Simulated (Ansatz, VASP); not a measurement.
# Two plane-wave programs on AlGeIr3

```
Al Ge Ir
1.0
     4.49308    0.00000    0.00000
     0.00000    4.49308    0.00000
     0.00000    0.00000    4.49308
Al Ge Ir
1 1 3
Direct
  0.50000 0.50000 0.50000
  0.00000 0.00000 0.00000
  0.50000 0.50000 0.00000
  0.50000 0.00000 0.50000
  0.00000 0.50000 0.50000
```

Change from the starting cell: species swapped into the CdNi3N type (Pm-3m, No. 221).

Alike in both runs: functional PBE; k mesh 4 × 4 × 4; occupations gaussian, width 0.1 eV; no spin polarisation.

Ansatz relaxed the structure, and its values are those at the end. VASP's run is a single point on that final structure, the one shown.

```csv
,VASP,Ansatz
version,VASP 6.6.1,Ansatz 0.2.0
potentials or method,"VASP PAW PBE potentials, release 64 (Al, Ge_d, Ir), cutoff 520 eV","scalar-relativistic, plane waves, PAW"
valence electrons in the cell,44,68
```

|  | VASP | Ansatz | Ansatz less VASP |
| --- | --- | --- | --- |
| gap on the k mesh at the Fermi level (eV) | none | none | - |
| pressure (GPa) | 0.4 | 0.2 | -0.24 |

A gap of «none» marks a metal or a gap that the smearing closes. VASP's potentials hold 44 valence electrons a cell and Ansatz's 68, so a difference there can come from the potentials and not from the codes.

Spin-orbit coupling is off throughout.
